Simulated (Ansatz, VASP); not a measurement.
Two plane-wave programs on Zr2Mo

```xyz
3
Lattice="4.9101 0.0000 0.0000 -2.4550 4.2522 0.0000 0.0000 0.0000 2.8295" Properties=species:S:1:pos:R:3 pbc="T T T"
Zr    0.0000    2.8348    1.4148
Zr    2.4550    1.4174    1.4148
Mo    0.0000    0.0000    0.0000
```

Alike in both runs: functional PBE; k mesh 12 × 12 × 16; occupations gaussian, width 0.1 eV; no spin polarisation.

Ansatz relaxed the structure, and its values are those at the end. VASP's run is a single point on that final structure, the one shown.

```csv
,VASP,Ansatz
version,VASP 6.6.1,Ansatz 0.2.0
potentials or method,"VASP PAW PBE potentials, release 64 (Zr_sv, Mo_sv), cutoff 520 eV","scalar-relativistic, plane waves, PAW"
valence electrons in the cell,38,38
```

VASP gave:

* gap on the k mesh at the Fermi level (eV): none
* pressure (GPa): 0.1

**Question.** What did Ansatz give for the same quantities?

**Answer.** gap on the k mesh at the Fermi level (eV): none; pressure (GPa): 0.0.

A gap of «none» marks a metal or a gap that the smearing closes. The functional is the same, so the differences come from potentials, cutoffs and numerics.
